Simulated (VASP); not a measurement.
Crystal: NaF.

```xyz
2
Lattice="0.0000 2.2857 2.2857 2.2857 0.0000 2.2857 2.2857 2.2857 0.0000" Properties=species:S:1:pos:R:3 pbc="T T T"
Na    0.0000    0.0000    0.0000
F     2.2857    2.2857    2.2857
```

This cell differs from its parent crystal: strain -0.5%.

Base run:

```yaml
Program: VASP 6.6.1
Functional: r2SCAN
Potentials_or_basis: VASP PAW PBE potentials, release 64 (Na_pv, F)
Cutoff: 520 eV
k_mesh: 10 × 10 × 10
Occupations: gaussian, width 0.01 eV
Spin: no spin polarisation
```

Its results: band gap on the k mesh 7.41 eV, direct; pressure 0.0 GPa.

Q: The run is repeated on the same cell with these changes: functional from r2SCAN to PBE; occupations from gaussian, width 0.01 eV to fermi-dirac, width 0.02 eV. What comes out?

A: Band gap on the k mesh 6.53 eV, direct; pressure 4.5 GPa.

Caveats: the PAW data sets were made with another functional, which shifts forces and pressure a little (some runs).

A k mesh can miss the band edges.
